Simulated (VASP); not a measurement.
A run of VASP 6.6.1 is set up as follows.

Contents of INCAR:

```
SYSTEM = HgTe
PREC = Accurate
ENCUT = 520
EDIFF = 1E-7
ISMEAR = 0
SIGMA = 0.15
LREAL = .FALSE.
LASPH = .TRUE.
NELM = 60
ALGO = Normal
ISIF = 2
LWAVE = .FALSE.
LCHARG = .FALSE.
GGA = PE
NBANDS = 16
```

The input KPOINTS:

```
regular mesh
0
G
  14 14 14
  0 0 0
```

File POSCAR:

```
HgTe
1.0
    0.0000000000      3.2235000000      3.2235000000
    3.2235000000      0.0000000000      3.2235000000
    3.2235000000      3.2235000000      0.0000000000
Hg Te
1 1
Direct
   -0.0089553322     -0.0089553322     -0.0089553322
    0.7500000000      0.7500000000      0.7500000000
```

Potentials or basis: VASP PAW PBE potentials, release 64 (Hg, Te).

The run is started by

```bash
$ cat potpaw_PBE.64/Hg/POTCAR potpaw_PBE.64/Te/POTCAR > POTCAR
$ mpirun -np 1 vasp_std > vasp.out
```

Task: What does it give for the band gap on the k mesh?

Result: Zero (filled and empty bands touch).

Task: Predict the pressure.

Result: 4.4 GPa.

Task: What does it give for the largest force?

Result: 0.530 eV/Å.

Stress tensor (GPa, compression positive):
```
4.35 1.12 1.12
1.12 4.35 1.12
1.12 1.12 4.35
```

Caveat: the cell differs from its parent crystal (all Hg atoms moved +0.100 Å, as atom 1 towards its neighbour atom 2 (Te) at 2.792 Å); spin-orbit coupling is left out, which moves the levels of the heavy elements.
